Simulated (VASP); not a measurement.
# Si2Ge (P-3m1) in VASP: notebook

Si2Ge is run at these levels: PBE; tasks: single point.

All numbers are computed with VASP 6.6.1; they aren't measurements. Logs are shortened: lines on timing, memory, paths and dates and some standing lists are left out, and cuts for length are marked.

### Step 1. The cell of the first run

The structure is trigonal, space group P-3m1 (No. 164). The conventional cell has a = 3.928 Å, b = 3.928 Å, c = 9.619 Å, α = 90.00°, β = 90.00°, γ = 120.00°. Si (site symmetry 3m) has 1 Si at 2.36 Å and 3 Ge at 2.41 Å within 3.1 Å. Si (site symmetry 3m) has 3 Si at 2.39 Å and 1 Ge at 2.43 Å within 3.2 Å. Ge (site symmetry 3m) has 4 Si at 2.41 to 2.43 Å within 3.2 Å.

### Step 2. Single point, PBE

INCAR reads:

```
SYSTEM = Si2Ge
PREC = Accurate
ENCUT = 520
EDIFF = 1E-6
ISMEAR = 0
SIGMA = 0.1
LREAL = .FALSE.
LASPH = .TRUE.
NELM = 100
ALGO = Normal
ISIF = 2
LWAVE = .FALSE.
LCHARG = .FALSE.
GGA = PE
NBANDS = 56
```

KPOINTS reads:

```
regular mesh
0
G
  4 2 2
  0 0 0
```

POSCAR reads:

```
Si2Ge
1.0
    3.9278646565      0.0000000000      0.0000000000
    0.0000000001      6.8032611503      0.0000000000
    0.0000000000      0.0000000000      9.6193461379
Si Ge
8 4
Direct
    0.0000000000      0.0000000000      0.3774609496
    0.5000000000      0.5000000000      0.3774609496
    1.0000000000      0.3333333333      0.0394605081
    0.5000000000      0.8333333333      0.0394605081
    0.0000000000      0.0000000000      0.6225390504
    0.5000000000      0.5000000000      0.6225390504
    0.5000000000      0.1666666667      0.9605394919
    1.0000000000      0.6666666667      0.9605394919
    0.5000000000      0.1666666667      0.7080470854
    1.0000000000      0.6666666667      0.7080470854
    1.0000000000      0.3333333333      0.2919529146
    0.5000000000      0.8333333333      0.2919529146
```

Potentials or basis: VASP PAW PBE potentials, release 64 (Si, Ge_d).

Command:

```console
cat potpaw_PBE.64/Si/POTCAR potpaw_PBE.64/Ge_d/POTCAR > POTCAR
mpirun -np 1 vasp_std > vasp.out
```

OUTCAR:

```text
SYSTEM = Si2Ge
   PREC = Accurate
   ENCUT = 520
   EDIFF = 1E-6
   ISMEAR = 0
   LREAL = .FALSE.
   LASPH = .TRUE.
   NELM = 100
   ISIF = 2
   GGA = PE

 ion  position               nearest neighbor table
   1  0.000  0.000  0.377-   5 2.36  11 2.41  12 2.41  12 2.41
   2  0.500  0.500  0.377-   6 2.36  12 2.41  11 2.41  11 2.41
   3  0.000  0.333  0.039-   7 2.39   7 2.39   8 2.39  11 2.43
   4  0.500  0.833  0.039-   8 2.39   8 2.39   7 2.39  12 2.43
   5  0.000  0.000  0.623-   1 2.36  10 2.41   9 2.41   9 2.41
   6  0.500  0.500  0.623-   2 2.36   9 2.41  10 2.41  10 2.41
   7  0.500  0.167  0.961-   3 2.39   3 2.39   4 2.39   9 2.43
   8  0.000  0.667  0.961-   4 2.39   4 2.39   3 2.39  10 2.43
   9  0.500  0.167  0.708-   6 2.41   5 2.41   5 2.41   7 2.43
  10  0.000  0.667  0.708-   5 2.41   6 2.41   6 2.41   8 2.43
  11  0.000  0.333  0.292-   1 2.41   2 2.41   2 2.41   3 2.43
  12  0.500  0.833  0.292-   2 2.41   1 2.41   1 2.41   4 2.43

  LATTYP: Found a simple orthorhombic cell.
 ALAT       =     3.9278646565
 B/A-ratio  =     1.7320508076
 C/A-ratio  =     2.4490014242

  Lattice vectors:

 A1 = (   3.9278646565,   0.0000000000,   0.0000000000)
 A2 = (   0.0000000001,   6.8032611503,   0.0000000000)
 A3 = (   0.0000000000,   0.0000000000,   9.6193461379)

Analysis of symmetry for initial positions (statically):
=====================================================================
 Subroutine PRICEL returns following result:

  LATTYP: Found a hexagonal cell.
 ALAT       =     3.9278646565
 C/A-ratio  =     2.4490014242

  Lattice vectors:

 A1 = (  -3.9278646565,  -0.0000000000,   0.0000000000)
 A2 = (   1.9639323282,  -3.4016305751,   0.0000000000)
 A3 = (   0.0000000000,   0.0000000000,   9.6193461379)

   2 primitive cells build up your supercell.

 Routine SETGRP: Setting up the symmetry group for a
 simple orthorhombic supercell.

 Subroutine GETGRP returns: Found  4 space group operations
 (whereof  4 operations were pure point group operations)
 out of a pool of  8 trial point group operations.

The static configuration has the point symmetry C_2h.

Analysis of symmetry for dynamics (positions and initial velocities):
=====================================================================
 Subroutine PRICEL returns following result:

  LATTYP: Found a hexagonal cell.
 ALAT       =     3.9278646565
 C/A-ratio  =     2.4490014242

  Lattice vectors:

 A1 = (  -3.9278646565,  -0.0000000000,   0.0000000000)
 A2 = (   1.9639323282,  -3.4016305751,   0.0000000000)
 A3 = (   0.0000000000,   0.0000000000,   9.6193461379)

   2 primitive cells build up your supercell.

 Routine SETGRP: Setting up the symmetry group for a
 simple orthorhombic supercell.

 Subroutine GETGRP returns: Found  4 space group operations
 (whereof  4 operations were pure point group operations)
 out of a pool of  8 trial point group operations.

The dynamic configuration has the point symmetry C_2h.

 Subroutine INISYM returns: Found  4 space group operations
 (whereof  4 operations are pure point group operations),
 and found     2 'primitive' translations

----------------------------------------------------------------------------------------

                                     Primitive cell

  volume of cell :     128.5255

  direct lattice vectors                    reciprocal lattice vectors
    -3.927864656 -0.000000000  0.000000000    -0.254591257 -0.146988331  0.000000000
     1.963932328 -3.401630575  0.000000000     0.000000000 -0.293976661  0.000000000
     0.000000000  0.000000000  9.619346138     0.000000000  0.000000000  0.103957170

  length of vectors
     3.927864656  3.927864656  9.619346138     0.293976661  0.293976661  0.103957170

  position of ions in fractional coordinates (direct lattice)
     0.000000000  0.000000000  0.377460950
     0.666666667  0.333333333  0.039460508
     0.000000000  0.000000000  0.622539050
     0.333333333  0.666666667  0.960539492
     0.333333333  0.666666667  0.708047085
     0.666666667  0.333333333  0.291952915

  ion indices of the primitive-cell ions
   primitive index   ion index
                 1           1
                 2           3
                 3           5
                 4           8
                 5          10
                 6          11

----------------------------------------------------------------------------------------

 KPOINTS: regular mesh

Automatic generation of k-mesh.
 Grid dimensions read from file:
 generate k-points for:    4    2    2

 Generating k-lattice:

  Cartesian coordinates                     Fractional coordinates (reciprocal lattice)
     0.063647814 -0.000000000  0.000000000     0.250000000  0.000000000  0.000000000
     0.000000000  0.073494165  0.000000000     0.000000000  0.500000000  0.000000000
     0.000000000  0.000000000  0.051978585     0.000000000  0.000000000  0.500000000

  Length of vectors
     0.063647814  0.073494165  0.051978585

  Shift w.r.t. Gamma in fractional coordinates (k-lattice)
     0.000000000  0.000000000  0.000000000

 Subroutine IBZKPT returns following result:
 ===========================================

 Found     12 irreducible k-points:

 Following reciprocal coordinates:
            Coordinates               Weight
  0.000000  0.000000  0.000000      1.000000
  0.250000  0.000000  0.000000      2.000000
  0.500000  0.000000  0.000000      1.000000
  0.000000  0.500000  0.000000      1.000000
  0.250000  0.500000  0.000000      2.000000
  0.500000  0.500000  0.000000      1.000000
  0.000000  0.000000  0.500000      1.000000
  0.250000  0.000000  0.500000      2.000000
  0.500000  0.000000  0.500000      1.000000
  0.000000  0.500000  0.500000      1.000000
  0.250000  0.500000  0.500000      2.000000
  0.500000  0.500000  0.500000      1.000000
   k-points           NKPTS =     12   k-points in BZ     NKDIM =     12   number of bands    NBANDS=     56
   number of dos      NEDOS =    301   number of ions     NIONS =     12
   total plane-waves  NPLWV = 116640
   dimension x,y,z NGX =    30 NGY =   54 NGZ =   72
   dimension x,y,z NGXF=    60 NGYF=  108 NGZF=  144
   ions per type =               8   4
   NGX,Y,Z   is equivalent  to a cutoff of  12.70, 13.20, 12.44 a.u.
   NGXF,Y,Z  is equivalent  to a cutoff of  25.39, 26.39, 24.89 a.u.
 SYSTEM =  Si2Ge
   PREC   = accura    normal or accurate (medium, high low for compatibility)
   ISTART =      0    job   : 0-new  1-cont  2-samecut
   ICHARG =      2    charge: 1-file 2-atom 10-const
   ISPIN  =      1    spin polarized calculation?
   LNONCOLLINEAR =      F non collinear calculations
   LSORBIT =      F    spin-orbit coupling
   LASPH  =      T    aspherical Exc in radial PAW
   ENCUT  =  520.0 eV  38.22 Ry    6.18 a.u.   7.30 12.65 17.89*2*pi/ulx,y,z
   NELM   =    100;   NELMIN=  2; NELMDL= -5     # of ELM steps
   EDIFF  = 0.1E-05   stopping-criterion for ELM
   LREAL  =      F    real-space projection
   EDIFFG = 0.1E-04   stopping-criterion for IOM
   NSW    =      0    number of steps for IOM
   IBRION =     -1    ionic relax: 0-MD 1-quasi-New 2-CG
   NFREE  =      0    steps in history (QN), initial steepest desc. (CG)
   ISIF   =      2    stress and relaxation
   ISYM   =      2    0-nonsym 1-usesym 2-fastsym
   POTIM  = 0.5000    time-step for ionic-motion
   TEBEG  =    0.0;   TEEND  =   0.0 temperature during run
   PSTRESS=    0.0 pullay stress
   NELECT =      88.0000    total number of electrons
   NUPDOWN=      -1.0000    fix difference up-down
   EMIN   =  10.00;   EMAX   =-10.00  energy-range for DOS
   EFERMI =   0.00;   METHOD = LEGACY
   ISMEAR =     0;   SIGMA  =   0.10  broadening in eV -4-tet -1-fermi 0-gaus
   EFERMI_NEDOS =   21; number of points for ismear=-14 and -15
   IALGO  =     38    algorithm
   IMIX   =      4    mixing-type and parameters
     AMIX     =   0.40;   BMIX     =  1.00
     AMIX_MAG =   1.60;   BMIX_MAG =  1.00
  volume/ion in A,a.u.               =      21.42       144.56
  Fermi-wavevector in a.u.,A,eV,Ry     =   1.145239  2.164187 17.845014  1.311571
  Thomas-Fermi vector in A             =   2.281928
   LORBIT       =      0    0 simple, 1 ext, 2 COOP (PROOUT), +10 PAW based schemes
   GGA     = PE    functional components
   LHFCALC =     F    Hartree Fock is set to
   AEXX    =    0.0000 exact exchange contribution
   IVDW    =     0    specifies the selected vdW correction
   LEPSILON=     F    determine dielectric tensor
   LRPA    =     F    only Hartree local field effects (RPA)
 non-spin polarized calculation
 Gauss-broadening in eV      SIGMA  =   0.10
  energy-cutoff  :      520.00
  volume of cell :      257.05
 maximum number of plane-waves:      6966
 NGX is ok and might be reduce to    30

 number of electron      87.9999968 magnetization

 Free energy of the ion-electron system (eV)
  ---------------------------------------------------
  ext. energy  EPLUGINS =         0.00000000
  ---------------------------------------------------
  free energy    TOTEN  =       -60.95484024 eV

  energy without entropy =      -60.95484020  energy(sigma->0) =      -60.95484022

 E-fermi :   5.6705     XC(G=0):  -9.4897

 val. band max:        5.3125878910   @ k =   0.0000   0.0000   0.0000
 cond. band min:       6.0408409751   @ k =   0.0000   0.0000   0.0000
 fundamental gap:      0.7282530841
 Fermi energy:         5.6705339865

 k-point     1 :       0.0000    0.0000    0.0000
  band No.  band energies     occupation
      1     -18.9490      2.00000
      2     -18.9485      2.00000
      3     -18.9448      2.00000
      4     -18.9446      2.00000
      5     -18.9425      2.00000
      6     -18.9421      2.00000
[... 48 lines left out ...]
     55       8.6858      0.00000
     56       8.6898      0.00000

 k-point     2 :       0.2500    0.0000    0.0000
  band No.  band energies     occupation
      1     -18.9478      2.00000
      2     -18.9475      2.00000
      3     -18.9436      2.00000
      4     -18.9430      2.00000
      5     -18.9426      2.00000
      6     -18.9422      2.00000
[... 48 lines left out ...]
     55       9.3343      0.00000
     56       9.6077      0.00000

 k-point     3 :       0.5000    0.0000    0.0000
  band No.  band energies     occupation
      1     -18.9457      2.00000
      2     -18.9457      2.00000
      3     -18.9454      2.00000
      4     -18.9454      2.00000
      5     -18.9425      2.00000
      6     -18.9425      2.00000
[... 464 lines left out ...]
 k-point    11 :       0.2500    0.5000    0.5000
  band No.  band energies     occupation
      1     -18.9468      2.00000
      2     -18.9468      2.00000
      3     -18.9467      2.00000
      4     -18.9467      2.00000
      5     -18.9411      2.00000
      6     -18.9411      2.00000
[... 48 lines left out ...]
     55       9.8179      0.00000
     56       9.8182      0.00000

 k-point    12 :       0.5000    0.5000    0.5000
  band No.  band energies     occupation
      1     -18.9482      2.00000
      2     -18.9482      2.00000
      3     -18.9481      2.00000
      4     -18.9481      2.00000
      5     -18.9405      2.00000
      6     -18.9405      2.00000
[... 48 lines left out ...]
     55       8.7495      0.00000
     56       8.7569      0.00000

------------------------ aborting loop because EDIFF is reached ----------------------------------------

  FORCE on cell =-STRESS in cart. coord.  units (eV):
  Direction    XX          YY          ZZ          XY          YZ          ZX
  --------------------------------------------------------------------------------------
  -------------------------------------------------------------------------------------
  Total        1.1401464     -1.2292457     -0.5784450     -0.0000000     -0.1427298     -0.0000000
  in kB        7.1064381     -7.6617872     -3.6054000     -0.0000000     -0.8896233     -0.0000000
  external PRESSURE =      -1.3869164 kB  Pullay stress =       0.0000000 kB

 VOLUME and BASIS-vectors are now :
 -----------------------------------------------------------------------------
  energy-cutoff  :      520.00
  volume of cell :      257.05
      direct lattice vectors                 reciprocal lattice vectors
     3.927864657  0.000000000  0.000000000     0.254591257 -0.000000000  0.000000000
     0.000000000  6.803261150  0.000000000     0.000000000  0.146988331  0.000000000
     0.000000000  0.000000000  9.619346138     0.000000000  0.000000000  0.103957170

 POSITION                                       TOTAL-FORCE (eV/Angst)
 -----------------------------------------------------------------------------------
      0.00000      0.00000      3.63093         0.000000      0.036014      0.023082
      1.96393      3.40163      3.63093         0.000000      0.036014      0.023082
      0.00000      2.26775      0.37958         0.000000      0.024970      0.010860
      1.96393      5.66938      0.37958         0.000000      0.024970      0.010860
      0.00000      0.00000      5.98842        -0.000000     -0.036014     -0.023082
      1.96393      3.40163      5.98842        -0.000000     -0.036014     -0.023082
      1.96393      1.13388      9.23976        -0.000000     -0.024970     -0.010860
      0.00000      4.53551      9.23976        -0.000000     -0.024970     -0.010860
      1.96393      1.13388      6.81095         0.000000      0.034382      0.004782
      0.00000      4.53551      6.81095         0.000000      0.034382      0.004782
      0.00000      2.26775      2.80840        -0.000000     -0.034382     -0.004782
      1.96393      5.66938      2.80840        -0.000000     -0.034382     -0.004782
 -----------------------------------------------------------------------------------
    total drift:                                0.000000      0.000000      0.000000

  FREE ENERGIE OF THE ION-ELECTRON SYSTEM (eV)
  ---------------------------------------------------
  free  energy   TOTEN  =       -60.9548402390 eV

  energy  without entropy=      -60.9548402048  energy(sigma->0) =      -60.95484022
```

Run time: 2.5 min. Hardware: 1 thread of Intel Xeon Platinum 8488C (Sapphire Rapids), shared host; peak memory 0.39 GiB.

What came out:

```yaml
Free_energy: -60.9548 eV
Pressure: -0.1 GPa
Largest_force: 0.043 eV/Å
Band_gap_on_the_k_mesh: 0.73 eV
```

Forces on the atoms (eV/Å):
```
Si   0.000  0.036  0.023
Si   0.000  0.036  0.023
Si   0.000  0.025  0.011
Si   0.000  0.025  0.011
Si   0.000 -0.036 -0.023
Si   0.000 -0.036 -0.023
Si   0.000 -0.025 -0.011
Si   0.000 -0.025 -0.011
Ge   0.000  0.034  0.005
Ge   0.000  0.034  0.005
Ge   0.000 -0.034 -0.005
Ge   0.000 -0.034 -0.005
```

Stress tensor (GPa, compression positive):
```
 0.71  0.00  0.00
 0.00 -0.77 -0.09
 0.00 -0.09 -0.36
```

Levels at points of the mesh, in eV from the valence-band top:
| k point | band 42 | band 43 | band 44 | band 45 | band 46 | band 47 |
| --- | --- | --- | --- | --- | --- | --- |
| (0.00, 0.00, 0.00) | -0.04 | 0.00 | 0.00 | 0.73 | 0.74 | 1.08 |
| (0.50, 0.00, 0.00) | -2.58 | -1.38 | -1.38 | 1.76 | 1.76 | 1.88 |
| (0.00, 0.50, 0.00) | -1.10 | -1.04 | -1.04 | 1.38 | 1.38 | 2.12 |
| (0.50, 0.50, 0.00) | -1.91 | -1.74 | -1.74 | 0.73 | 0.73 | 0.73 |
| (0.00, 0.00, 0.50) | -0.58 | -0.38 | -0.37 | 0.88 | 0.98 | 0.99 |
| (0.50, 0.00, 0.50) | -2.19 | -2.12 | -2.12 | 2.01 | 2.01 | 2.32 |
| (0.00, 0.50, 0.50) | -1.75 | -0.73 | -0.73 | 1.03 | 1.03 | 1.67 |
| (0.50, 0.50, 0.50) | -1.28 | -1.26 | -1.26 | 0.89 | 0.89 | 0.98 |

Caveat: the k points lie up to 0.46 Å⁻¹ apart. A k mesh can miss the band edges.

### Step 3. Single point, PBE

This run uses another cell than the first one: it holds 6 atoms, not 12.

INCAR reads:

```
PREC = Accurate
ENCUT = 520
EDIFF = 1E-6
ISMEAR = 0
SIGMA = 0.02
LREAL = False
LASPH = True
NELM = 80
ALGO = Normal
ISIF = 2
LWAVE = False
LCHARG = False
GGA = PE
NBANDS = 31
```

KPOINTS reads:

```
Automatic mesh
0
Gamma
  12 12 4
```

POSCAR reads:

```
Si2Ge
1.0
    3.9278646565      0.0000000000      0.0000000000
   -1.9639323282      3.4016305751      0.0000000000
    0.0000000000      0.0000000000      9.6193461379
Si Ge
4 2
Direct
    0.0000000000      0.0000000000      0.3774609496
    0.3333333333      0.6666666667      0.0394605081
    0.0000000000      0.0000000000      0.6225390504
    0.6666666667      0.3333333333      0.9605394919
    0.6666666667      0.3333333333      0.7080470854
    0.3333333333      0.6666666667      0.2919529146
```

Potentials or basis: VASP PAW PBE potentials, release 64 (Si, Ge_d).

Command:

```console
cat potpaw_PBE.64/Si/POTCAR potpaw_PBE.64/Ge_d/POTCAR > POTCAR
mpirun -np 1 vasp_std > vasp.out
```

Run time: 3.5 min. Hardware: 1 thread of Intel Xeon Platinum 8488C (Sapphire Rapids), shared host; peak memory 0.37 GiB.

Results (log left out):

```yaml
Free_energy: -30.6254 eV
Pressure: -0.1 GPa
Largest_force: 0.005 eV/Å
Band_gap_on_the_k_mesh: 0.59 eV (least direct gap 1.09 eV)
```

Forces in eV/Å, atoms in the order of the input:
```
Si   0.000  0.000 -0.005
Si   0.000  0.000  0.000
Si   0.000  0.000  0.005
Si   0.000  0.000  0.000
Ge   0.000  0.000 -0.003
Ge   0.000  0.000  0.003
```

Levels at points of the mesh, in eV from the valence-band top:
```
           k point  band 19  band 20  band 21  band 22  band 23  band 24  band 25  band 26
(0.00, 0.00, 0.00)    -0.96    -0.04     0.00     0.00     1.09     1.27     1.97     2.47
(0.50, 0.00, 0.00)    -2.86    -2.81    -1.91    -1.74     0.74     0.74     1.83     2.05
(0.00, 0.00, 0.50)    -0.58    -0.58    -0.37    -0.37     1.00     1.81     1.82     2.98
(0.50, 0.00, 0.50)    -2.67    -2.53    -1.27    -1.26     0.89     0.98     1.24     2.66
```
